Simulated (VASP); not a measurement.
Here is a VASP 6.6.1 calculation.

Contents of INCAR:

```
PREC = Accurate
ENCUT = 520
EDIFF = 1E-6
ISMEAR = 0
SIGMA = 0.03
LREAL = F
LASPH = T
NELM = 80
ALGO = Normal
ISIF = 2
LWAVE = F
LCHARG = T
GGA = PS
LELF = T
LVHAR = T
NBANDS = 17
```

The input KPOINTS:

```
Automatic mesh
0
Gamma
  10 10 10
```

Contents of POSCAR:

```
SnTe
1.0
    0.0000000000      3.2827600000      3.4090200000
    3.2827600000      0.0000000000      3.4090200000
    3.2827600000      3.2827600000      0.0000000000
Sn Te
1 1
Direct
    0.0000000000      0.0000000000      0.0000000000
    0.5000000000      0.5000000000      0.5000000000
```

Potentials or basis: VASP PAW PBE potentials, release 64 (Sn_d, Te).

Launch:

```console
$ cat potpaw_PBE.64/Sn_d/POTCAR potpaw_PBE.64/Te/POTCAR > POTCAR
$ mpirun -np 1 vasp_std > vasp.out
```

(1) Predict the pressure.

(2) What does it give for the band gap on the k mesh?

Results:

(1) -5.3 GPa.

(2) 0.23 eV.

Caveat: the cell differs from its parent crystal (strain +0.040 along x and y, +0.080 along z); the cell stands under tension; the PAW data sets were made with another functional, which shifts forces and pressure a little; spin-orbit coupling is left out, which moves the levels of the heavy elements.
